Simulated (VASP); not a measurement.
# F: single point with PBEsol

F:

```
CELL_PARAMETERS angstrom
0.00000 2.10259 2.10259
2.10259 0.00000 2.10259
2.10259 2.10259 0.00000
ATOMIC_POSITIONS crystal
F 0.87500 0.87500 0.87500
F 0.12500 0.12500 0.12500
```

```yaml
Program: VASP 6.6.1
Task: single point
Functional: PBEsol
Potentials_or_basis: VASP PAW PBE potentials, release 64 (F)
Cutoff: 520 eV
k_mesh: 14 × 14 × 14
Occupations: fermi-dirac, width 0.08 eV
Spin: no spin polarisation
Dipole_correction: no
Further_INCAR_settings: ALGO = Normal; EDIFF = 1e-06; NBANDS = 14
```

```json
{
  "Pressure": "46.4 GPa",
  "Band gap on the k mesh": "zero (bands 7 and 8 overlap by 2.07 eV)"
}
```

Levels at points of the mesh, in eV from the Fermi level:
| k point | band 5 | band 6 | band 7 | band 8 | band 9 | band 10 |
| --- | --- | --- | --- | --- | --- | --- |
| (0.00, 0.00, 0.00) | -4.58 | -1.52 | -1.52 | -1.52 | 10.24 | 26.81 |
| (0.50, 0.00, 0.00) | -5.46 | -0.55 | -0.55 | -0.15 | 14.56 | 17.52 |
| (0.50, 0.50, 0.00) | -3.22 | -3.22 | 0.55 | 0.55 | 15.03 | 15.03 |

Run time: 23 s on 1 thread of Intel Xeon 8259CL, with other jobs on the host, peak memory 0.14 GiB.

Caveat: the cell stands under pressure; the PAW data sets were made with another functional, which shifts forces and pressure a little.
